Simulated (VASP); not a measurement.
# Ru: single point with PBEsol

Crystal: Ru.

```xyz
3
Lattice="1.3432 0.7755 6.4107 -1.3432 0.7755 6.4107 0.0000 -1.5509 6.4107" Properties=species:S:1:pos:R:3 pbc="T T T"
Ru    0.0000    0.0000    0.0000
Ru    0.0000    0.0000    4.2440
Ru    0.0000    0.0000   14.9880
```

```json
{"Program": "VASP 6.6.1", "Task": "single point", "Functional": "PBEsol", "Potentials or basis": "VASP PAW PBE potentials, release 64 (Ru_pv)", "Cutoff": "520 eV", "k mesh": "21 × 21 × 21", "Occupations": "gaussian, width 0.1 eV", "Spin": "no spin polarisation"}
```

| Property | Result |
| --- | --- |
| Pressure | -0.1 GPa |
| Largest force | 0.007 eV/Å |
| Band gap on the k mesh | zero (band 21 reaches 14.62 eV, above the bottom of band 22 at 11.47 eV) |

Forces in eV/Å, atoms in the order of the input:
```
Ru   0.000  0.000  0.000
Ru   0.000  0.000  0.007
Ru   0.000  0.000 -0.007
```

Levels at points of the mesh, in eV from the Fermi level:
```tsv
k point	band 17	band 18	band 19	band 20	band 21	band 22	band 23	band 24	band 25	band 26
(0.00, 0.00, 0.00)	-2.58	-2.25	-2.25	-1.73	-1.47	-1.04	-1.04	0.69	0.69	1.03
```

It took 47 min on 1 thread of Intel(R) Xeon(R) Platinum 8488C (Sapphire Rapids) (shared host), peak memory 0.91 GiB.

Caveat: the PAW data sets were made with another functional, which shifts forces and pressure a little.
